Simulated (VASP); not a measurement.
Wanted: the native input for a VASP 6.6.1 run.

- Task: single point
- Functional: PBEsol
- Potentials or basis: VASP PAW PBE potentials, release 64 (Ru_pv, F)
- Cutoff: 520 eV
- k mesh: 12 × 12 × 8
- Occupations: gaussian, width 0.05 eV
- Spin: no spin polarisation
- Dipole correction: no
- Further INCAR settings: ALGO = Normal; EDIFF = 1e-06; NBANDS = 21

The structure of RuF2 lies in POSCAR:

```
RuF2
1.0
    3.2196253729      0.0000000000      0.0000000000
   -1.6098126865      2.7882773636      0.0000000000
    0.0000000000      0.0000000000      4.3056267936
Ru F
1 2
Direct
    0.0000000000      0.0000000000      0.0000000000
    0.3333333333      0.6666666667      0.2223063709
    0.6666666667      0.3333333333      0.7776936291
```

One way to write it, as run:

INCAR

```
SYSTEM = RuF2
PREC = Accurate
ENCUT = 520
EDIFF = 1E-6
ISMEAR = 0
SIGMA = 0.05
LREAL = .FALSE.
LASPH = .TRUE.
NELM = 100
ALGO = Normal
ISIF = 2
LWAVE = .FALSE.
LCHARG = .FALSE.
GGA = PS
NBANDS = 21
```

KPOINTS

```
Automatic mesh
0
G
  12 12 8
  0 0 0
```

Potentials or basis: VASP PAW PBE potentials, release 64 (Ru_pv, F).

Launch:

```sh
$ cat potpaw_PBE.64/Ru_pv/POTCAR potpaw_PBE.64/F/POTCAR > POTCAR
$ mpirun -np 1 vasp_std > vasp.out
```

It gave:

The pressure is 0.2 GPa, the largest force is 0.035 eV/Å and the band gap on the k mesh is 0.52 eV (least direct gap 0.91 eV).

Caveat: semilocal functionals underestimate gaps, and a narrow one can read as zero; the PAW data sets were made with another functional, which shifts forces and pressure a little.

Wall time 83 s on 1 thread of Oxide Virtual Turin-like Processor (shared host), peak memory 0.18 GiB.
